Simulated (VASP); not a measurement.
Crystal: Rb3TaTe3.

```
CELL_PARAMETERS angstrom
6.44822 0.00000 0.00000
0.00000 6.44822 0.00000
0.00000 0.00000 6.44822
ATOMIC_POSITIONS crystal
Rb 0.00000 0.50000 0.50000
Rb 0.50000 0.00000 0.50000
Rb 0.50000 0.50000 0.00000
Ta 0.50000 0.50000 0.50000
Te 0.00000 0.00000 0.50000
Te 0.50000 0.00000 0.00000
Te 0.00000 0.50000 0.00000
```

- Program: VASP 6.6.1
- Task: relaxation of cell and atoms
- Functional: PBE
- Potentials or basis: VASP PAW PBE potentials, release 64 (Rb_sv, Ta_pv, Te)
- Cutoff: 600 eV
- k mesh: 4 × 4 × 4
- Occupations: gaussian, width 0.1 eV
- Spin: no spin polarisation

At the start: pressure 5.6 GPa; volume 38.30 Å³/atom.

Problem. Where does the relaxation end?

Solution. Over 4 steps the energy falls by 204.9 meV/atom and the volume is 53.54 Å³/atom (+39.8 %); space group Pm-3m (No. 221, to 0.05 Å).

Step by step:
| step | energy change (eV) | largest force (eV/Å) | pressure (GPa) | volume (Å³) |
| --- | --- | --- | --- | --- |
| 1 | 0.0000 | 0.0000 | 5.64 | 268.11 |
| 2 | -1.1829 | 0.0000 | 1.70 | 323.88 |
| 3 | -1.4087 | 0.0000 | 0.46 | 359.13 |
| 4 | -1.4346 | 0.0000 | 0.09 | 374.80 |

Final structure:
```xyz
7
Lattice="7.2100 0.0000 0.0000 0.0000 7.2100 0.0000 0.0000 0.0000 7.2100" Properties=species:S:1:pos:R:3 pbc="T T T"
Rb    0.0000    3.6050    3.6050
Rb    3.6050    0.0000    3.6050
Rb    3.6050    3.6050    0.0000
Ta    3.6050    3.6050    3.6050
Te    0.0000    0.0000    3.6050
Te    3.6050    0.0000    0.0000
Te    0.0000    3.6050    0.0000
```

Caveat: the volume moved by over 15 % at a fixed basis, so the end points are rough.
